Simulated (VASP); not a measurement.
The system is HfO2.

```
Hf O
1.0
     0.00000    2.52293    2.52293
     2.52293    0.00000    2.52293
     2.52293    2.52293    0.00000
Hf O
1 2
Cartesian
  0.0000 0.0000 0.0000
  3.7844 3.7844 3.7844
  1.2615 1.2615 1.2615
```

This cell differs from its parent crystal: volume scaled by 0.96.

Base run:

| Quantity | Value |
| --- | --- |
| Program | VASP 6.6.1 |
| Functional | PBEsol |
| Potentials or basis | VASP PAW PBE potentials, release 64 (Hf_pv, O) |
| Cutoff | 520 eV |
| k mesh | 9 × 9 × 9 |
| Occupations | fermi-dirac, width 0.05 eV |
| Spin | no spin polarisation |

Its results: band gap on the k mesh 3.82 eV, indirect (least direct gap 3.95 eV); pressure -4.0 GPa.

Q: The run is repeated on the same cell with these changes: functional from PBEsol to r2SCAN. What comes out?

A: Band gap on the k mesh 4.45 eV, indirect (least direct gap 4.56 eV); pressure -2.0 GPa.

r2SCAN gives the wider gap, since meta-GGAs in the generalised Kohn-Sham scheme recover part of the derivative discontinuity.

Caveats: the PAW data sets were made with another functional, which shifts forces and pressure a little; spin-orbit coupling is left out, which moves the levels of the heavy elements.

A k mesh can miss the band edges.
